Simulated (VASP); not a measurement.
A run of VASP 6.6.1 is set up as follows.

File INCAR:

```
PREC     = Accurate       # precision mode
ENCUT    = 520            # plane-wave cutoff, eV
EDIFF    = 1E-6           # SCF threshold, eV
ISMEAR   = 0              # smearing method
SIGMA    = 0.1            # smearing width, eV
LREAL    = Auto         
LASPH    = T              # aspherical terms in the spheres
NELM     = 100            # most SCF steps
ALGO     = Normal         # electronic algorithm
ISIF     = 2              # what is computed and relaxed
LWAVE    = F              # write WAVECAR
LCHARG   = F              # write CHGCAR
NBANDS   = 88             # bands
```

The input KPOINTS:

```
Automatic mesh
0
Gamma
  4 4 4
```

The input POSCAR:

```
Rb2O3
1.0
   -4.4558386396      4.4558386396      4.4558386396
    4.4558386396     -4.4558386396      4.4558386396
    4.4558386396      4.4558386396     -4.4558386396
Rb O
8 12
Direct
    0.8934358933      0.8934358933      0.8934358933
    0.1065641067      0.5000000000      0.0000000000
    0.5000000000      0.0000000000      0.6065641067
    0.0000000000      0.1065641067      0.5000000000
    0.6065641067      0.5000000000      0.0000000000
    0.3934358933      0.3934358933      0.3934358933
    0.0000000000      0.6065641067      0.5000000000
    0.5000000000      0.0000000000      0.1065641067
    0.2500000000      0.2015064795      0.9515064795
    0.7984935205      0.2500000000      0.0484935205
    0.7500000000      0.2984935205      0.5484935205
    0.7015064795      0.7500000000      0.4515064795
    0.9515064795      0.2500000000      0.2015064795
    0.0484935205      0.7984935205      0.2500000000
    0.5484935205      0.7500000000      0.2984935205
    0.4515064795      0.7015064795      0.7500000000
    0.7500000000      0.4515064795      0.7015064795
    0.2015064795      0.9515064795      0.2500000000
    0.2500000000      0.0484935205      0.7984935205
    0.2984935205      0.5484935205      0.7500000000
```

Potentials or basis: VASP PAW LDA potentials, release 64 (Rb_sv, O).

Command:

```sh
$ cat potpaw_LDA.64/Rb_sv/POTCAR potpaw_LDA.64/O/POTCAR > POTCAR
$ mpirun -np 1 vasp_std > vasp.out
```

Task: What does it give for the band gap on the k mesh?

Result: Zero (bands 72 and 73 overlap by 0.08 eV).

Task: Estimate the largest force.

Result: 0.554 eV/Å.

Forces in eV/Å, atoms in the order of the input:
```
Rb  -0.007 -0.007 -0.007
Rb  -0.007  0.007  0.007
Rb   0.007  0.007 -0.007
Rb   0.007 -0.007  0.007
Rb  -0.007  0.007  0.007
Rb  -0.007 -0.007 -0.007
Rb   0.007 -0.007  0.007
Rb   0.007  0.007 -0.007
O    0.554  0.000  0.000
O    0.000 -0.554  0.000
O   -0.554  0.000  0.000
O    0.000  0.554  0.000
O    0.000  0.554  0.000
O    0.000  0.000 -0.554
O    0.000 -0.554  0.000
O    0.000  0.000  0.554
O    0.554  0.000  0.000
O    0.000  0.000  0.554
O   -0.554  0.000  0.000
O    0.000  0.000 -0.554
```
